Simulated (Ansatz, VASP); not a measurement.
# One calculation of TiC, two programs

File INCAR:

```
SYSTEM = TiC
ALGO = Normal
EDIFF = 1E-6
ENCUT = 520
GGA = PE
ISIF = 2
ISMEAR = -1
LASPH = .TRUE.
LCHARG = .FALSE.
LREAL = .FALSE.
LWAVE = .FALSE.
NBANDS = 15
NELM = 80
PREC = Accurate
SIGMA = 0.05
```

KPOINTS

```
k-points
0
G
  11 11 11
  0 0 0
```

File POSCAR:

```
TiC
1.0
    0.0000000000      2.1657188437      2.1440616553
    2.1657188437      0.0000000000      2.1440616553
    2.1657188437      2.1657188437      0.0000000000
Ti C
1 1
Direct
    0.0000000000      0.0000000000      0.0000000000
    0.5000000000      0.5000000000      0.5000000000
```

Contents of input.yaml:

```yaml
crystal:
  lattice:
    - [0.0, 2.1657188437, 2.1440616553]
    - [2.1657188437, 0.0, 2.1440616553]
    - [2.1657188437, 2.1657188437, 0.0]
  atoms:
    - { symbol: Ti, position: [0.0, 0.0, 0.0] }
    - { symbol: C, position: [0.5, 0.5, 0.5] }
kpoints:
  mp_grid: { grid: [11, 11, 11] }
scf:
  occupations: { method: fermi_dirac, width: 0.05 }
hamiltonian:
  xc: pbe
  pseudopotentials: { kind: all_electron, lapw: { basis_error: 0.001 } }
output:
  forces: true
  stress: true
  eigenvalues: true
```

Change from the starting cell: strain = -0.01.

Alike in both runs: task single point; functional PBE; k mesh 11 × 11 × 11; occupations fermi-dirac, width 0.05 eV; no spin polarisation.

```csv
,VASP,Ansatz
version,VASP 6.6.1,Ansatz 0.2.0
potentials or method,"VASP PAW PBE potentials, release 64 (Ti_sv, C), cutoff 520 eV","all-electron LAPW, scalar-relativistic"
```

VASP gave:

* gap on the k mesh at the Fermi level (eV): none
* pressure (GPa): 3.1
* traceless stress, the component that is largest in VASP (GPa): 2.84

What did Ansatz give for the same quantities?

gap on the k mesh at the Fermi level (eV): none; pressure (GPa): 2.9; traceless stress, the component that is largest in VASP (GPa): 2.83.

A gap of «none» marks a metal or a gap that the smearing closes. Ansatz ran all-electron here, and VASP with PAW potentials.
